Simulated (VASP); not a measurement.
# HfN (P6_3/mmc) in VASP: a series of runs

HfN is run at these levels: r2SCAN; tasks: single point.

Program: VASP 6.6.1. These are calculated values, not measurements. Logs are shortened: lines on timing, memory, paths and dates and some standing lists are left out, and cuts for length are marked.

## Step 1: The cell of the first run

Symmetry: P6_3/mmc, No. 194, hexagonal system. Conventional cell: a = 3.239 Å, b = 3.239 Å, c = 5.507 Å, α = 90.00°, β = 90.00°, γ = 120.00°. Within 3.1 Å of Hf (site symmetry -6m2) lie 6 N at 2.32 Å. N (site symmetry -3m) has 6 Hf at 2.32 Å and 2 N at 2.75 Å within 3.1 Å.

## Step 2: Single point, r2SCAN (strain +0.030 along x and y, +0.015 along z)

The input, POSCAR:

```
HfN
1.0
    3.2386301157      0.0000000000      0.0000000000
   -1.6193150578      2.8047359537      0.0000000000
    0.0000000000      0.0000000000      5.5066236440
Hf N
2 2
Direct
    0.6666666667      0.3333333333      0.7500000000
    0.3333333333      0.6666666667      0.2500000000
    0.0000000000      0.0000000000      0.0000000000
    0.0000000000      0.0000000000      0.5000000000
```

The input, INCAR.step1:

```
PREC     = Accurate       # precision mode
ENCUT    = 520            # plane-wave cutoff, eV
ISMEAR   = 0              # smearing method
SIGMA    = 0.15           # smearing width, eV
LREAL    = F              # projectors in reciprocal space
LASPH    = T              # aspherical terms in the spheres
NELM     = 80             # most SCF steps
NBANDS   = 23             # bands
GGA      = PE             # functional
ALGO     = Normal         # electronic algorithm
EDIFF    = 1E-4           # SCF threshold, eV
LWAVE    = T              # write WAVECAR
LCHARG   = F              # write CHGCAR
```

The input, INCAR.step2:

```
PREC     = Accurate       # precision mode
ENCUT    = 520            # plane-wave cutoff, eV
EDIFF    = 1E-6           # SCF threshold, eV
ISMEAR   = 0              # smearing method
SIGMA    = 0.15           # smearing width, eV
LREAL    = F              # projectors in reciprocal space
LASPH    = T              # aspherical terms in the spheres
NELM     = 80             # most SCF steps
ALGO     = Normal         # electronic algorithm
ISIF     = 2              # what is computed and relaxed
LWAVE    = F              # write WAVECAR
LCHARG   = F              # write CHGCAR
METAGGA  = R2SCAN         # meta-GGA
LMIXTAU  = T            
NBANDS   = 23             # bands
ISTART   = 1
```

The input, KPOINTS:

```
regular mesh
0
Gamma
  18 18 10
```

Potentials or basis: VASP PAW PBE potentials, release 64 (Hf_pv, N).

The run is started by

```
> cat potpaw_PBE.64/Hf_pv/POTCAR potpaw_PBE.64/N/POTCAR > POTCAR
> cp INCAR.step1 INCAR
> mpirun -np 1 vasp_std > vasp.out
> cp INCAR.step2 INCAR
> mpirun -np 1 vasp_std > vasp.out
```

OUTCAR:

```text
PREC = Accurate
   ENCUT = 520
   EDIFF = 1E-6
   ISMEAR = 0
   LREAL = F
   LASPH = T
   NELM = 80
   ISIF = 2
   METAGGA = R2SCAN
   ISTART = 1

 ion  position               nearest neighbor table
   1  0.667  0.333  0.750-   3 2.32   4 2.32   3 2.32   4 2.32   3 2.32   4 2.32   2 3.33   2 3.33
                             2 3.33   2 3.33   2 3.33   2 3.33
   2  0.333  0.667  0.250-   3 2.32   4 2.32   3 2.32   4 2.32   3 2.32   4 2.32   1 3.33   1 3.33
                             1 3.33   1 3.33   1 3.33   1 3.33
   3  0.000  0.000  0.000-   1 2.32   2 2.32   1 2.32   2 2.32   1 2.32   2 2.32
   4  0.000  0.000  0.500-   1 2.32   2 2.32   1 2.32   2 2.32   1 2.32   2 2.32

  LATTYP: Found a hexagonal cell.
 ALAT       =     3.2386301157
 C/A-ratio  =     1.7002940896

  Lattice vectors:

 A1 = (   3.2386301157,   0.0000000000,   0.0000000000)
 A2 = (  -1.6193150578,   2.8047359537,   0.0000000000)
 A3 = (   0.0000000000,   0.0000000000,   5.5066236440)

Analysis of symmetry for initial positions (statically):
=====================================================================
 Subroutine PRICEL returns:
 Original cell was already a primitive cell.

 Routine SETGRP: Setting up the symmetry group for a
 hexagonal supercell.

 Subroutine GETGRP returns: Found 24 space group operations
 (whereof 12 operations were pure point group operations)
 out of a pool of 24 trial point group operations.

The static configuration has the point symmetry D_3d.
 The point group associated with its full space group is D_6h.

Analysis of symmetry for dynamics (positions and initial velocities):
=====================================================================
 Subroutine PRICEL returns:
 Original cell was already a primitive cell.

 Routine SETGRP: Setting up the symmetry group for a
 hexagonal supercell.

 Subroutine GETGRP returns: Found 24 space group operations
 (whereof 12 operations were pure point group operations)
 out of a pool of 24 trial point group operations.

The dynamic configuration has the point symmetry D_3d.
 The point group associated with its full space group is D_6h.

 Subroutine INISYM returns: Found 24 space group operations
 (whereof 12 operations are pure point group operations),
 and found     1 'primitive' translations

----------------------------------------------------------------------------------------

                                     Primitive cell

  volume of cell :      50.0194

  direct lattice vectors                    reciprocal lattice vectors
     3.238630116  0.000000000  0.000000000     0.308772526  0.178269901  0.000000000
    -1.619315058  2.804735954  0.000000000     0.000000000  0.356539801  0.000000000
     0.000000000  0.000000000  5.506623644     0.000000000  0.000000000  0.181599482

  length of vectors
     3.238630116  3.238630116  5.506623644     0.356539801  0.356539801  0.181599482

  position of ions in fractional coordinates (direct lattice)
     0.666666667  0.333333333  0.750000000
     0.333333333  0.666666667  0.250000000
     0.000000000  0.000000000  0.000000000
     0.000000000  0.000000000  0.500000000

  ion indices of the primitive-cell ions
   primitive index   ion index
                 1           1
                 2           2
                 3           3
                 4           4

----------------------------------------------------------------------------------------

 KPOINTS: regular mesh

Automatic generation of k-mesh.
 Grid dimensions read from file:
 generate k-points for:   18   18   10

 Generating k-lattice:

  Cartesian coordinates                     Fractional coordinates (reciprocal lattice)
     0.017154029  0.009903883  0.000000000     0.055555556  0.000000000  0.000000000
     0.000000000  0.019807767  0.000000000     0.000000000  0.055555556  0.000000000
     0.000000000  0.000000000  0.018159948     0.000000000  0.000000000  0.100000000

  Length of vectors
     0.019807767  0.019807767  0.018159948

  Shift w.r.t. Gamma in fractional coordinates (k-lattice)
     0.000000000  0.000000000  0.000000000

 Subroutine IBZKPT returns following result:
 ===========================================

 Found    222 irreducible k-points:

 Following reciprocal coordinates:
            Coordinates               Weight
  0.000000  0.000000  0.000000      1.000000
  0.055556 -0.000000  0.000000      6.000000
  0.111111 -0.000000  0.000000      6.000000
  0.166667  0.000000  0.000000      6.000000
  0.222222 -0.000000  0.000000      6.000000
  0.277778  0.000000  0.000000      6.000000
[... 16 lines left out ...]
  0.333333  0.111111  0.000000     12.000000
  0.388889  0.111111  0.000000     12.000000
 [... further k-points ...]
   k-points           NKPTS =    222   k-points in BZ     NKDIM =    222   number of bands    NBANDS=     23
   number of dos      NEDOS =    301   number of ions     NIONS =      4
   total plane-waves  NPLWV =  24192
   dimension x,y,z NGX =    24 NGY =   24 NGZ =   42
   dimension x,y,z NGXF=    48 NGYF=   48 NGZF=   84
   ions per type =               2   2
   NGX,Y,Z   is equivalent  to a cutoff of  12.32, 12.32, 12.68 a.u.
   NGXF,Y,Z  is equivalent  to a cutoff of  24.64, 24.64, 25.36 a.u.
 SYSTEM =  unknown system
   PREC   = accura    normal or accurate (medium, high low for compatibility)
   ISTART =      1    job   : 0-new  1-cont  2-samecut
   ICHARG =      0    charge: 1-file 2-atom 10-const
   ISPIN  =      1    spin polarized calculation?
   LNONCOLLINEAR =      F non collinear calculations
   LSORBIT =      F    spin-orbit coupling
   LASPH  =      T    aspherical Exc in radial PAW
   ENCUT  =  520.0 eV  38.22 Ry    6.18 a.u.   6.02  6.02 10.24*2*pi/ulx,y,z
   NELM   =     80;   NELMIN=  2; NELMDL=  0     # of ELM steps
   EDIFF  = 0.1E-05   stopping-criterion for ELM
   LREAL  =      F    real-space projection
   EDIFFG = 0.1E-04   stopping-criterion for IOM
   NSW    =      0    number of steps for IOM
   IBRION =     -1    ionic relax: 0-MD 1-quasi-New 2-CG
   NFREE  =      0    steps in history (QN), initial steepest desc. (CG)
   ISIF   =      2    stress and relaxation
   ISYM   =      2    0-nonsym 1-usesym 2-fastsym
   POTIM  = 0.5000    time-step for ionic-motion
   TEBEG  =    0.0;   TEEND  =   0.0 temperature during run
   PSTRESS=    0.0 pullay stress
   NELECT =      30.0000    total number of electrons
   NUPDOWN=      -1.0000    fix difference up-down
   EMIN   =  10.00;   EMAX   =-10.00  energy-range for DOS
   EFERMI =   0.00;   METHOD = LEGACY
   ISMEAR =     0;   SIGMA  =   0.15  broadening in eV -4-tet -1-fermi 0-gaus
   EFERMI_NEDOS =   21; number of points for ismear=-14 and -15
   IALGO  =     38    algorithm
   IMIX   =      4    mixing-type and parameters
     AMIX     =   0.40;   BMIX     =  1.00
     AMIX_MAG =   1.60;   BMIX_MAG =  1.00
  volume/ion in A,a.u.               =      12.50        84.39
  Fermi-wavevector in a.u.,A,eV,Ry     =   1.380604  2.608963 25.933607  1.906066
  Thomas-Fermi vector in A             =   2.505465
   LORBIT       =      0    0 simple, 1 ext, 2 COOP (PROOUT), +10 PAW based schemes
   METAGGA = R2SCAN    functional components
   LHFCALC =     F    Hartree Fock is set to
   AEXX    =    0.0000 exact exchange contribution
   IVDW    =     0    specifies the selected vdW correction
   LEPSILON=     F    determine dielectric tensor
   LRPA    =     F    only Hartree local field effects (RPA)
 non-spin polarized calculation
 Gauss-broadening in eV      SIGMA  =   0.15
  energy-cutoff  :      520.00
  volume of cell :       50.02
 maximum number of plane-waves:      1376
   NGX = 13   NGY = 13   NGZ = 21

 number of electron      29.9999999 magnetization

 Free energy of the ion-electron system (eV)
  ---------------------------------------------------
  ext. energy  EPLUGINS =         0.00000000
  ---------------------------------------------------
  free energy    TOTEN  =      -116.13763591 eV

  energy without entropy =     -116.12831971  energy(sigma->0) =     -116.13297781

 E-fermi :   7.2650     XC(G=0): -13.1383

 val. band max:        7.2622311661   @ k =   0.3333   0.3333   0.0000
 cond. band min:       7.2801823993   @ k =   0.2222  -0.0000   0.5000
 fundamental gap:      0.0179512332
 Fermi energy:         7.2650113751

 k-point     1 :       0.0000    0.0000    0.0000
  band No.  band energies     occupation
      1     -25.8735      2.00000
      2     -25.2289      2.00000
      3     -25.1335      2.00000
      4     -25.1335      2.00000
      5     -25.0846      2.00000
      6     -25.0846      2.00000
[... 15 lines left out ...]
     22      12.6952      0.00000
     23      12.6952      0.00000

 k-point     2 :       0.0556   -0.0000    0.0000
  band No.  band energies     occupation
      1     -25.8653      2.00000
      2     -25.2299      2.00000
      3     -25.1522      2.00000
      4     -25.1397      2.00000
      5     -25.1030      2.00000
      6     -25.0862      2.00000
[... 15 lines left out ...]
     22      12.5773      0.00000
     23      12.6787      0.00000

 k-point     3 :       0.1111   -0.0000    0.0000
  band No.  band energies     occupation
      1     -25.8412      2.00000
      2     -25.2330      2.00000
      3     -25.2069      2.00000
      4     -25.1568      2.00000
      5     -25.1542      2.00000
      6     -25.0915      2.00000
[... 15 lines left out ...]
     22      12.2651      0.00000
     23      12.6367      0.00000
[... 495 lines left out ...]
 k-point    23 :       0.3333    0.1111    0.0000
  band No.  band energies     occupation
      1     -25.6806      2.00000
      2     -25.5682      2.00000
      3     -25.5481      2.00000
      4     -25.3163      2.00000
      5     -25.3086      2.00000
      6     -25.1999      2.00000
[... 15 lines left out ...]
     22      13.0093      0.00000
     23      13.7125      0.00000

 k-point    24 :       0.3889    0.1111    0.0000
  band No.  band energies     occupation
      1     -25.7287      2.00000
      2     -25.5808      2.00000
      3     -25.5251      2.00000
      4     -25.3365      2.00000
      5     -25.3312      2.00000
      6     -25.2102      2.00000
[... 15 lines left out ...]
     22      13.0244      0.00000
     23      14.1053      0.00000

 [... further k-points ...]

------------------------ aborting loop because EDIFF is reached ----------------------------------------

  FORCE on cell =-STRESS in cart. coord.  units (eV):
  Direction    XX          YY          ZZ          XY          YZ          ZX
  --------------------------------------------------------------------------------------
  -------------------------------------------------------------------------------------
  Total       -6.8874788     -6.8874788     -4.8613376     -0.0000000      0.0000000      0.0000000
  in kB     -220.6135227   -220.6135227   -155.7139923     -0.0000000      0.0000000      0.0000000
  external PRESSURE =    -198.9803459 kB  Pullay stress =       0.0000000 kB

 VOLUME and BASIS-vectors are now :
 -----------------------------------------------------------------------------
  energy-cutoff  :      520.00
  volume of cell :       50.02
      direct lattice vectors                 reciprocal lattice vectors
     3.238630116  0.000000000  0.000000000     0.308772526  0.178269901  0.000000000
    -1.619315058  2.804735954  0.000000000     0.000000000  0.356539801  0.000000000
     0.000000000  0.000000000  5.506623644     0.000000000  0.000000000  0.181599482

 POSITION                                       TOTAL-FORCE (eV/Angst)
 -----------------------------------------------------------------------------------
      1.61932      0.93491      4.12997         0.000000      0.000000      0.000000
     -0.00000      1.86982      1.37666        -0.000000      0.000000      0.000000
      0.00000      0.00000      0.00000         0.000000      0.000000      0.000000
      0.00000      0.00000      2.75331         0.000000      0.000000      0.000000
 -----------------------------------------------------------------------------------
    total drift:                                0.000000     -0.000000      0.000000

  FREE ENERGIE OF THE ION-ELECTRON SYSTEM (eV)
  ---------------------------------------------------
  free  energy   TOTEN  =      -116.1376359145 eV

  energy  without entropy=     -116.1283197122  energy(sigma->0) =     -116.13297781
```

Run time: 14 min. Hardware: 1 thread of Oxide Virtual Turin-like, shared host; peak memory 0.31 GiB.

What came out:

```
Free energy            : -116.1376 eV
Pressure               : -19.9 GPa
Band gap on the k mesh : zero (bands 15 and 16 overlap by 2.31 eV)
```

Caveat: the cell differs from its parent crystal (strain +0.030 along x and y, +0.015 along z); the stress differs along the axes, from -22 to -16 GPa; the PAW data sets were made with another functional, which shifts forces and pressure a little; spin-orbit coupling is left out, which moves the levels of the heavy elements.

## Step 3: Single point, r2SCAN (strain +0.030 along x and y, +0.030 along z)

Edit POSCAR of step 2 so:

```diff
@@ -4,3 +4,3 @@
    -1.6193150578      2.8047359537      0.0000000000
-    0.0000000000      0.0000000000      5.5066236440
+    0.0000000000      0.0000000000      5.5880023186
 Hf N
```

The input, INCAR.step1:

```
PREC = Accurate ; ENCUT = 520
ISMEAR = 0 ; SIGMA = 0.15
LREAL = False ; LASPH = True
NELM = 100 ; NBANDS = 23
GGA = PE ; ALGO = Normal
EDIFF = 1E-4 ; LWAVE = True
LCHARG = False
```

The input, INCAR.step2:

```
PREC = Accurate ; ENCUT = 520
EDIFF = 1E-6 ; ISMEAR = 0
SIGMA = 0.15 ; LREAL = False
LASPH = True ; NELM = 100
ALGO = Normal ; ISIF = 2
LWAVE = False ; LCHARG = False
METAGGA = R2SCAN ; LMIXTAU = True
NBANDS = 23 ; ISTART = 1
```

The input, KPOINTS:

```
Automatic mesh
0
Gamma
  18 18 10
```

Potentials or basis: VASP PAW PBE potentials, release 64 (Hf_pv, N).

The run is started by

```
> cat potpaw_PBE.64/Hf_pv/POTCAR potpaw_PBE.64/N/POTCAR > POTCAR
> cp INCAR.step1 INCAR
> mpirun -np 1 vasp_std > vasp.out
> cp INCAR.step2 INCAR
> mpirun -np 1 vasp_std > vasp.out
```

OUTCAR:

```text
PREC = Accurate
   ENCUT = 520
   EDIFF = 1E-6
   ISMEAR = 0
   LREAL = False
   LASPH = True
   NELM = 100
   ISIF = 2
   METAGGA = R2SCAN
   ISTART = 1

 ion  position               nearest neighbor table
   1  0.667  0.333  0.750-   3 2.33   4 2.33   3 2.33   4 2.33   3 2.33   4 2.33   2 3.36   2 3.36
                             2 3.36   2 3.36   2 3.36   2 3.36
   2  0.333  0.667  0.250-   3 2.33   4 2.33   3 2.33   4 2.33   3 2.33   4 2.33   1 3.36   1 3.36
                             1 3.36   1 3.36   1 3.36   1 3.36
[... 830 lines left out ...]
  --------------------------------------------------------------------------------------
  -------------------------------------------------------------------------------------
  Total       -7.2242330     -7.2242330     -7.0940572     -0.0000000      0.0000000      0.0000000
  in kB     -228.0302268   -228.0302268   -223.9212769     -0.0000000      0.0000000      0.0000000
  external PRESSURE =    -226.6605768 kB  Pullay stress =       0.0000000 kB

 VOLUME and BASIS-vectors are now :
 -----------------------------------------------------------------------------
  energy-cutoff  :      520.00
  volume of cell :       50.76
      direct lattice vectors                 reciprocal lattice vectors
     3.238630116  0.000000000  0.000000000     0.308772526  0.178269901  0.000000000
    -1.619315058  2.804735954  0.000000000     0.000000000  0.356539801  0.000000000
     0.000000000  0.000000000  5.588002319     0.000000000  0.000000000  0.178954829

 POSITION                                       TOTAL-FORCE (eV/Angst)
 -----------------------------------------------------------------------------------
      1.61932      0.93491      4.19100        -0.000000      0.000000      0.000000
     -0.00000      1.86982      1.39700        -0.000000     -0.000000      0.000000
      0.00000      0.00000      0.00000         0.000000      0.000000      0.000000
      0.00000      0.00000      2.79400         0.000000      0.000000      0.000000
 -----------------------------------------------------------------------------------
    total drift:                                0.000000     -0.000000      0.000000

  FREE ENERGIE OF THE ION-ELECTRON SYSTEM (eV)
  ---------------------------------------------------
  free  energy   TOTEN  =      -116.0506430524 eV

  energy  without entropy=     -116.0404051682  energy(sigma->0) =     -116.04552411
```

OUTCAR.step1:

```text
PREC = Accurate
   ENCUT = 520
   ISMEAR = 0
   LREAL = False
   LASPH = True
[... 856 lines left out ...]
      1.61932      0.93491      4.19100         0.000000     -0.000000      0.000000
     -0.00000      1.86982      1.39700        -0.000000      0.000000      0.000000
      0.00000      0.00000      0.00000         0.000000     -0.000000      0.000000
      0.00000      0.00000      2.79400         0.000000     -0.000000      0.000000
 -----------------------------------------------------------------------------------
    total drift:                                0.000000     -0.000000      0.000000

  FREE ENERGIE OF THE ION-ELECTRON SYSTEM (eV)
  ---------------------------------------------------
  free  energy   TOTEN  =       -43.1637305913 eV

  energy  without entropy=      -43.1531563066  energy(sigma->0) =      -43.15844345
```

OSZICAR.step1:

```text
N       E                     dE             d eps       ncg     rms          rms(c)
DAV:   1     0.109620939622E+03    0.10962E+03   -0.16424E+04 10220   0.129E+03
DAV:   2    -0.430995785102E+02   -0.15272E+03   -0.14466E+03 13404   0.308E+02
DAV:   3    -0.493874875949E+02   -0.62879E+01   -0.62301E+01 13386   0.493E+01
DAV:   4    -0.494458860770E+02   -0.58398E-01   -0.58343E-01 12112   0.527E+00
DAV:   5    -0.494466889126E+02   -0.80284E-03   -0.80262E-03 13935   0.494E-01    0.618E+01
DAV:   6    -0.434194693901E+02    0.60272E+01   -0.30065E+01 12666   0.266E+01    0.492E+01
DAV:   7    -0.432111223733E+02    0.20835E+00   -0.22408E+00 12151   0.873E+00    0.267E+01
DAV:   8    -0.431824228403E+02    0.28700E-01   -0.23200E-01 12805   0.334E+00    0.617E+00
DAV:   9    -0.431654863063E+02    0.16937E-01   -0.98836E-02 12381   0.166E+00    0.332E+00
DAV:  10    -0.431637910971E+02    0.16952E-02   -0.11197E-02 13034   0.634E-01    0.282E-01
DAV:  11    -0.431637305913E+02    0.60506E-04   -0.61228E-04 12551   0.169E-01
   1 F= -.43163731E+02 E0= -.43158443E+02  d E =-.105743E-01
```

Wall time 13 min (1 thread of Oxide Virtual Turin-like, shared host); peak memory 0.31 GiB.

Results:

```yaml
Free_energy: -116.0506 eV
Pressure: -22.7 GPa
Band_gap_on_the_k_mesh: zero (bands 15 and 16 overlap by 2.22 eV)
```

Stress tensor (GPa, compression positive):
```
-22.80   0.00   0.00
  0.00 -22.80   0.00
  0.00   0.00 -22.39
```

Levels at points of the mesh, in eV from the Fermi level:
```tsv
k point	band 13	band 14	band 15	band 16	band 17	band 18
(0.00, 0.00, 0.00)	-3.61	-1.93	-0.37	0.63	0.84	0.84
(0.50, 0.00, 0.00)	-3.47	-2.62	-2.60	2.18	2.56	4.12
(0.00, 0.00, 0.50)	-4.32	-4.32	1.77	1.77	2.63	2.63
(0.50, 0.00, 0.50)	-4.48	-4.48	-0.37	-0.37	4.36	4.36
```

Caveat: the cell differs from its parent crystal (strain +0.030 along x and y, +0.030 along z); the cell stands under tension; the PAW data sets were made with another functional, which shifts forces and pressure a little; spin-orbit coupling is left out, which moves the levels of the heavy elements.

(Part 1 of 2 ends here.)

The gap in the log of VASP goes by the Fermi energy; the results here count the filled bands.